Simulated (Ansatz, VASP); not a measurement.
**La in VASP and in Ansatz**

File INCAR:

```
SYSTEM = La
ALGO     = Normal         ! electronic algorithm
EDIFF    = 1E-7           ! SCF threshold, eV
ENCUT    = 520            ! plane-wave cutoff, eV
ISIF     = 2              ! what is computed and relaxed
ISMEAR   = -1             ! smearing method
LASPH    = .TRUE.         ! aspherical terms in the spheres
LCHARG   = .FALSE.        ! write CHGCAR
LREAL    = .FALSE.        ! projectors in reciprocal space
LWAVE    = .FALSE.        ! write WAVECAR
NBANDS   = 12             ! bands
NELM     = 60             ! most SCF steps
PREC     = Accurate       ! precision mode
SIGMA    = 0.05           ! smearing width, eV
```

File KPOINTS:

```
k-points
0
G
  9 9 9
  0 0 0
```

File POSCAR:

```
La
1.0
   -2.1238310710      2.1238310710      2.1238310710
    2.1238310710     -2.1238310710      2.1238310710
    2.1238310710      2.1238310710     -2.1238310710
La
1
Direct
    0.0000000000      0.0000000000      0.0000000000
```

File input.yaml:

```yaml
crystal:
  lattice:
    - [-2.123831071, 2.123831071, 2.123831071]
    - [2.123831071, -2.123831071, 2.123831071]
    - [2.123831071, 2.123831071, -2.123831071]
  atoms:
    - { symbol: La, position: [0.0, 0.0, 0.0] }
kpoints:
  mp_grid: { grid: [9, 9, 9] }
  band_path:
    path:
      - [0.0, 0.0, 0.0]
      - [0.5, -0.5, 0.5]
      - [0.0, 0.0, 0.5]
      - [0.0, 0.0, 0.0]
      - [0.25, 0.25, 0.25]
      - [0.5, -0.5, 0.5]
    npoints: 12
scf:
  occupations: { method: fermi_dirac, width: 0.05 }
hamiltonian:
  xc: lda
  pseudopotentials: { kind: all_electron, lapw: { basis_error: 0.001 } }
output:
  forces: true
  stress: true
  eigenvalues: true
```

Alike in both runs: functional LDA; k mesh 9 × 9 × 9; occupations fermi-dirac, width 0.05 eV; no spin polarisation.

|  | VASP | Ansatz |
| --- | --- | --- |
| version | VASP 6.6.1 | Ansatz 0.2.0 |
| potentials or method | VASP PAW LDA potentials, release 64 (La), cutoff 520 eV | all-electron LAPW, scalar-relativistic |
| task | single point | band structure |

|  | VASP | Ansatz | Ansatz less VASP |
| --- | --- | --- | --- |
| gap on the k mesh at the Fermi level (eV) | none | none | - |
| pressure (GPa) | -3.9 | -3.8 | +0.07 |

LDA's correlation is that of Perdew and Zunger in VASP and of Perdew and Wang (1992) in Ansatz. A gap of «none» marks a metal or a gap that the smearing closes. Ansatz ran all-electron here, and VASP with PAW potentials.

Spin-orbit coupling is off throughout.
